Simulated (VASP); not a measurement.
# SrVO3 in VASP: settings compared

The runs below take SrVO3 through single point, relaxation of cell and atoms, with LDA+U, r2SCAN+U, PBE+U.

Program: VASP 6.6.1. These are calculated values, not measurements. Logs are shortened: lines on timing, memory, paths and dates and some standing lists are left out, and cuts for length are marked.

## (1) The cell of the first run

Symmetry: R-3m, No. 166, trigonal system. The conventional cell has a = 5.423 Å, b = 5.423 Å, c = 6.515 Å, α = 90.00°, β = 90.00°, γ = 120.00°. Sr (site symmetry -3m) has 12 O at 2.68 to 2.71 Å and 8 V at 3.26 to 3.31 Å within 3.5 Å. Within 2.5 Å of V (site symmetry -3m) lie 6 O at 1.91 Å. O (site symmetry 2/m) has 2 V at 1.91 Å within 2.5 Å.

## (2) Single point, LDA+U, collinear spin, ferromagnetic start

INCAR reads:

```
PREC = Accurate
ENCUT = 520
EDIFF = 1E-7
ISMEAR = -1
SIGMA = 0.05
LREAL = F
LASPH = T
NELM = 150
ALGO = Normal
ISIF = 2
LWAVE = F
LCHARG = F
ISPIN = 2
MAGMOM = 0 2 0 0 0
LORBIT = 11
LMAXMIX = 4
LDAU = T
LDAUTYPE = 2
LDAUL = -1 2 -1
LDAUU = 0 4.5 0
LDAUJ = 0 0 0
LDAUPRINT = 1
NBANDS = 32
```

KPOINTS reads:

```
regular mesh
0
Gamma
  7 7 7
```

POSCAR reads:

```
SrVO3
1.0
    3.8104184702     -0.0243472896      0.0243472896
   -0.0243472896      3.8104184702      0.0243472896
    0.0243472896      0.0243472896      3.8104184702
Sr V O
1 1 3
Direct
    0.5000000000      0.5000000000      0.5000000000
    0.0000000000      0.0000000000      0.0000000000
    0.0000000000      0.0000000000      0.5000000000
    0.0000000000      0.5000000000      0.0000000000
    0.5000000000      0.0000000000      0.0000000000
```

Potentials or basis: VASP PAW LDA potentials, release 64 (Sr_sv, V_sv, O).

Started as:

```sh
$ cat potpaw_LDA.64/Sr_sv/POTCAR potpaw_LDA.64/V_sv/POTCAR potpaw_LDA.64/O/POTCAR > POTCAR
$ mpirun -np 1 vasp_std > vasp.out
```

OUTCAR:

```text
PREC = Accurate
   ENCUT = 520
   EDIFF = 1E-7
   ISMEAR = -1
   LREAL = F
   LASPH = T
   NELM = 150
   ISIF = 2
   ISPIN = 2
   LORBIT = 11

 ion  position               nearest neighbor table
   1  0.500  0.500  0.500-   3 2.68   4 2.68   5 2.68   5 2.68   4 2.68   3 2.68   4 2.71   5 2.71
                             3 2.71   5 2.71   4 2.71   3 2.71   2 3.26   2 3.26   2 3.31   2 3.31
   2  0.000  0.000  0.000-   3 1.91   4 1.91   5 1.91   3 1.91   4 1.91   5 1.91   1 3.26   1 3.26
                             1 3.31   1 3.31   1 3.31   1 3.31   1 3.31   1 3.31
   3  0.000  0.000  0.500-   2 1.91   2 1.91   1 2.68   1 2.68   1 2.71   1 2.71
   4  0.000  0.500  0.000-   2 1.91   2 1.91   1 2.68   1 2.68   1 2.71   1 2.71
   5  0.500  0.000  0.000-   2 1.91   2 1.91   1 2.68   1 2.68   1 2.71   1 2.71

  LATTYP: Found a trigonal (rhomboedric) cell.
 ALAT       =     3.8105740380
 COS(alpha) =    -0.0127374580

  Lattice vectors:

 A1 = (  -3.8104184702,   0.0243472896,  -0.0243472896)
 A2 = (   0.0243472896,  -3.8104184702,  -0.0243472896)
 A3 = (   0.0243472896,   0.0243472896,   3.8104184702)

Analysis of symmetry for initial positions (statically):
=====================================================================
 Subroutine PRICEL returns:
 Original cell was already a primitive cell.

 Routine SETGRP: Setting up the symmetry group for a
 trigonal (rhombohedral) supercell.

 Subroutine GETGRP returns: Found 12 space group operations
 (whereof 12 operations were pure point group operations)
 out of a pool of 12 trial point group operations.

The static configuration has the point symmetry D_3d.

Analysis of symmetry for dynamics (positions and initial velocities):
=====================================================================
 Subroutine PRICEL returns:
 Original cell was already a primitive cell.

 Routine SETGRP: Setting up the symmetry group for a
 trigonal (rhombohedral) supercell.

 Subroutine GETGRP returns: Found 12 space group operations
 (whereof 12 operations were pure point group operations)
 out of a pool of 12 trial point group operations.

The dynamic configuration has the point symmetry D_3d.

Analysis of structural, dynamic, and magnetic symmetry:
=====================================================================
 Subroutine PRICEL returns:
 Original cell was already a primitive cell.

 Routine SETGRP: Setting up the symmetry group for a
 trigonal (rhombohedral) supercell.

 Subroutine GETGRP returns: Found 12 space group operations
 (whereof 12 operations were pure point group operations)
 out of a pool of 12 trial point group operations.

The overall configuration has the point symmetry D_3d.

 Subroutine INISYM returns: Found 12 space group operations
 (whereof 12 operations are pure point group operations),
 and found     1 'primitive' translations

----------------------------------------------------------------------------------------

                                     Primitive cell

  volume of cell :      55.3178

  direct lattice vectors                    reciprocal lattice vectors
     3.810418470 -0.024347290  0.024347290     0.262459936  0.001687815 -0.001687815
    -0.024347290  3.810418470  0.024347290     0.001687815  0.262459936 -0.001687815
     0.024347290  0.024347290  3.810418470    -0.001687815 -0.001687815  0.262459936

  length of vectors
     3.810574038  3.810574038  3.810574038     0.262470790  0.262470790  0.262470790

  position of ions in fractional coordinates (direct lattice)
     0.500000000  0.500000000  0.500000000
     0.000000000  0.000000000  0.000000000
     0.000000000  0.000000000  0.500000000
     1.000000000  0.500000000  0.000000000
     0.500000000  1.000000000  0.000000000

  ion indices of the primitive-cell ions
   primitive index   ion index
                 1           1
                 2           2
                 3           3
                 4           4
[... 83 lines left out ...]
   PSTRESS=    0.0 pullay stress
   NELECT =      41.0000    total number of electrons
   NUPDOWN=      -1.0000    fix difference up-down
   EMIN   =  10.00;   EMAX   =-10.00  energy-range for DOS
   EFERMI =   0.00;   METHOD = LEGACY
   ISMEAR =    -1;   SIGMA  =   0.05  broadening in eV -4-tet -1-fermi 0-gaus
   EFERMI_NEDOS =   21; number of points for ismear=-14 and -15
   IALGO  =     38    algorithm
   IMIX   =      4    mixing-type and parameters
     AMIX     =   0.40;   BMIX     =  1.00
     AMIX_MAG =   1.60;   BMIX_MAG =  1.00
  volume/ion in A,a.u.               =      11.06        74.66
  Fermi-wavevector in a.u.,A,eV,Ry     =   1.481544  2.799712 29.864420  2.194973
  Thomas-Fermi vector in A             =   2.595441
   LORBIT       =     11    0 simple, 1 ext, 2 COOP (PROOUT), +10 PAW based schemes
 LDA+U is selected, type is set to LDAUTYPE =  2
   angular momentum for each species LDAUL =    -1    2   -1
   U (eV)           for each species LDAUU =   0.0  4.5  0.0
   J (eV)           for each species LDAUJ =   0.0  0.0  0.0
   GGA     = CA    functional components
   LHFCALC =     F    Hartree Fock is set to
   AEXX    =    0.0000 exact exchange contribution
   IVDW    =     0    specifies the selected vdW correction
   LEPSILON=     F    determine dielectric tensor
   LRPA    =     F    only Hartree local field effects (RPA)
 spin polarized calculation
  energy-cutoff  :      520.00
  volume of cell :       55.32
 maximum number of plane-waves:      1502
   NGX = 15   NGY = 15   NGZ = 15

atom =   2  type =  2  l = 2

 onsite density matrix

spin component  1

  0.4527  0.0069 -0.0024  0.0069 -0.0000
  0.0069  0.4527 -0.0012 -0.0069  0.0021
 -0.0024 -0.0012  0.3227 -0.0012  0.0000
  0.0069 -0.0069 -0.0012  0.4527 -0.0021
 -0.0000  0.0021  0.0000 -0.0021  0.3227

spin component  2

  0.1105 -0.0003  0.0013 -0.0003 -0.0000
 -0.0003  0.1105  0.0007  0.0003 -0.0011
  0.0013  0.0007  0.2948  0.0007  0.0000
 -0.0003  0.0003  0.0007  0.1105  0.0011
 -0.0000 -0.0011  0.0000  0.0011  0.2948

 occupancies and eigenvectors

  o =  0.1102  v =  0.0000  0.0000  0.0000  0.0000  0.0000  0.7895  0.2146 -0.0084  0.5749 -0.0022      0.0000  0.0000  0.0000  0.0000  0.0000  0.0000  0.0000  0.0000  0.0000  0.0000
  o =  0.1102  v =  0.0000  0.0000  0.0000  0.0000  0.0000  0.2080  0.7878 -0.0022 -0.5797  0.0084      0.0000  0.0000  0.0000  0.0000  0.0000  0.0000  0.0000  0.0000  0.0000  0.0000
  o =  0.1111  v =  0.0000  0.0000  0.0000  0.0000  0.0000  0.5774 -0.5774  0.0000 -0.5774 -0.0000      0.0000  0.0000  0.0000  0.0000  0.0000  0.0000  0.0000  0.0000  0.0000  0.0000
  o =  0.2948  v =  0.0000  0.0000  0.0000  0.0000  0.0000  0.0003  0.0063  0.0481 -0.0060 -0.9988      0.0000  0.0000  0.0000  0.0000  0.0000  0.0000  0.0000  0.0000  0.0000  0.0000
  o =  0.2948  v =  0.0000  0.0000  0.0000  0.0000  0.0000 -0.0071 -0.0032 -0.9988 -0.0038 -0.0481      0.0000  0.0000  0.0000  0.0000  0.0000  0.0000  0.0000  0.0000  0.0000  0.0000
  o =  0.3226  v =  0.0173  0.0088  0.9997  0.0085 -0.0124  0.0000  0.0000  0.0000  0.0000  0.0000      0.0000  0.0000  0.0000  0.0000  0.0000  0.0000  0.0000  0.0000  0.0000  0.0000
  o =  0.3226  v =  0.0002 -0.0149  0.0124  0.0151  0.9997  0.0000  0.0000  0.0000  0.0000  0.0000      0.0000  0.0000  0.0000  0.0000  0.0000  0.0000  0.0000  0.0000  0.0000  0.0000
  o =  0.4388  v =  0.5774 -0.5774 -0.0000 -0.5774 -0.0000  0.0000  0.0000  0.0000  0.0000  0.0000      0.0000  0.0000  0.0000  0.0000  0.0000  0.0000  0.0000  0.0000  0.0000  0.0000
  o =  0.4597  v = -0.4729  0.3397  0.0123 -0.8127  0.0173  0.0000  0.0000  0.0000  0.0000  0.0000      0.0000  0.0000  0.0000  0.0000  0.0000  0.0000  0.0000  0.0000  0.0000  0.0000
  o =  0.4597  v = -0.6653 -0.7423  0.0173  0.0769 -0.0123  0.0000  0.0000  0.0000  0.0000  0.0000      0.0000  0.0000  0.0000  0.0000  0.0000  0.0000  0.0000  0.0000  0.0000  0.0000

 number of electron      40.9999963 magnetization       1.0000027

 Free energy of the ion-electron system (eV)
  ---------------------------------------------------
  ext. energy  EPLUGINS =         0.00000000
  ---------------------------------------------------
  free energy    TOTEN  =       -39.11273180 eV

  energy without entropy =      -39.09181929  energy(sigma->0) =      -39.10227554

 E-fermi :   6.1290     XC(G=0): -12.2237

 val. band max:        6.1229701191   @ k =  -0.2857   0.2857   0.0000
 cond. band min:       6.1331029205   @ k =   0.2857   0.1429   0.1429
 fundamental gap:      0.0101328014
 Fermi energy:         6.1290445660

 spin component 1

 k-point     1 :       0.0000    0.0000    0.0000
  band No.  band energies     occupation
      1     -59.8709      1.00000
      2     -34.1321      1.00000
      3     -34.1111      1.00000
      4     -34.1111      1.00000
      5     -27.8595      1.00000
      6     -13.2546      1.00000
[... 1673 lines left out ...]
     31      14.3341      0.00000
     32      19.4265      0.00000

 [... further k-points ...]
[... 5 lines left out ...]
  --------------------------------------------------------------------------------------
  -------------------------------------------------------------------------------------
  Total        0.5960335      0.5960335      0.5960335      0.5558293     -0.5558293     -0.5558293
  in kB       17.2630144     17.2630144     17.2630144     16.0985737    -16.0985737    -16.0985737
  external PRESSURE =      17.2630144 kB  Pullay stress =       0.0000000 kB

 VOLUME and BASIS-vectors are now :
 -----------------------------------------------------------------------------
  energy-cutoff  :      520.00
  volume of cell :       55.32
      direct lattice vectors                 reciprocal lattice vectors
     3.810418470 -0.024347290  0.024347290     0.262459936  0.001687815 -0.001687815
    -0.024347290  3.810418470  0.024347290     0.001687815  0.262459936 -0.001687815
     0.024347290  0.024347290  3.810418470    -0.001687815 -0.001687815  0.262459936

 POSITION                                       TOTAL-FORCE (eV/Angst)
 -----------------------------------------------------------------------------------
      1.90521      1.90521      1.92956         0.000000      0.000000     -0.000000
      0.00000      0.00000      0.00000         0.000000     -0.000000      0.000000
      0.01217      0.01217      1.90521        -0.000000      0.000000      0.000000
     -0.01217      1.90521      0.01217         0.000000     -0.000000     -0.000000
      1.90521     -0.01217      0.01217        -0.000000     -0.000000      0.000000
 -----------------------------------------------------------------------------------
    total drift:                               -0.000000      0.000000     -0.000000

  FREE ENERGIE OF THE ION-ELECTRON SYSTEM (eV)
  ---------------------------------------------------
  free  energy   TOTEN  =       -39.1127317984 eV

  energy  without entropy=      -39.0918192857  energy(sigma->0) =      -39.10227554

 total charge

# of ion       s       p       d       tot
------------------------------------------
    1        2.001   5.796   0.240   8.037
    2        2.309   6.387   2.887  11.583
    3        1.552   3.492   0.000   5.044
    4        1.552   3.492   0.000   5.044
    5        1.552   3.492   0.000   5.044
--------------------------------------------------
tot          8.967  22.659   3.127  34.753

 magnetization (x)

# of ion       s       p       d       tot
------------------------------------------
    1       -0.001  -0.003   0.002  -0.001
    2        0.006   0.007   1.079   1.092
    3       -0.002  -0.047   0.000  -0.049
    4       -0.002  -0.047   0.000  -0.049
    5       -0.002  -0.047   0.000  -0.049
--------------------------------------------------
tot         -0.001  -0.137   1.081   0.944
```

Run time: 4.5 min. Hardware: 1 thread of Intel Xeon 8259CL, shared host; peak memory 0.24 GiB.

Results:

```
Free energy                                           : -39.1127 eV
Pressure                                              : 1.7 GPa
Band gap on the k mesh                                : zero (filled and empty bands overlap)
Net moment                                            : 1.00 μB per cell
Site moments                                          : Sr -0.00; V +1.09; O -0.05 μB
Valence electrons inside the program's atomic spheres : Sr 8.04; V 11.58; O 5.04
```

Levels at points of the mesh, in eV from the Fermi level:
Spin up:
| k point | band 19 | band 20 | band 21 | band 22 | band 23 | band 24 |
| --- | --- | --- | --- | --- | --- | --- |
| (0.00, 0.00, 0.00) | -2.21 | -2.10 | -1.63 | -1.63 | -1.60 | 1.42 |
Spin down:
| k point | band 18 | band 19 | band 20 | band 21 | band 22 | band 23 |
| --- | --- | --- | --- | --- | --- | --- |
| (0.00, 0.00, 0.00) | -2.26 | -2.26 | -2.16 | 0.56 | 0.65 | 0.65 |

Eigenvalues of the final occupation matrices:
```tsv
site	spin	trace	eigenvalues
site 2 d	1	2.00	0.32 0.32 0.44 0.46 0.46
site 2 d	2	0.92	0.11 0.11 0.11 0.29 0.29
```

The state reached can hang on the start; a lower one may exist.

(Continued in part 2 of 3.)

The gap in the log of VASP goes by the Fermi energy; the results here count the filled bands.